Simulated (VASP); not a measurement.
Here is a VASP 6.6.1 calculation.

INCAR

```
  PREC = Accurate
  ENCUT = 520
  EDIFF = 1E-6
  ISMEAR = 0
  SIGMA = 0.15
  LREAL = F
  LASPH = T
  NELM = 80
  ALGO = Normal
  ISIF = 2
  LWAVE = F
  LCHARG = F
  GGA = CA
  NBANDS = 7
```

File KPOINTS:

```
regular mesh
0
Gamma
  18 18 18
```

The input POSCAR:

```
Mg
1.0
    0.0000000000      1.9076176000      2.2442560000
    1.9076176000      0.0000000000      2.2442560000
    1.9076176000      1.9076176000      0.0000000000
Mg
1
Direct
    0.0000000000      0.0000000000      0.0000000000
```

Potentials or basis: VASP PAW LDA potentials, release 64 (Mg).

The run is started by

```bash
$ cat potpaw_LDA.64/Mg/POTCAR > POTCAR
$ mpirun -np 1 vasp_std > vasp.out
```

(1) Estimate the pressure.

(2) Estimate the band gap on the k mesh.

Results:

(1) 19.4 GPa.

(2) zero (band 1 reaches 6.43 eV, above the bottom of band 2 at 3.28 eV).

Caveat: the cell differs from its parent crystal (strain -0.1500 x Voigt [1, 1, 0, 0, 0, 0]).
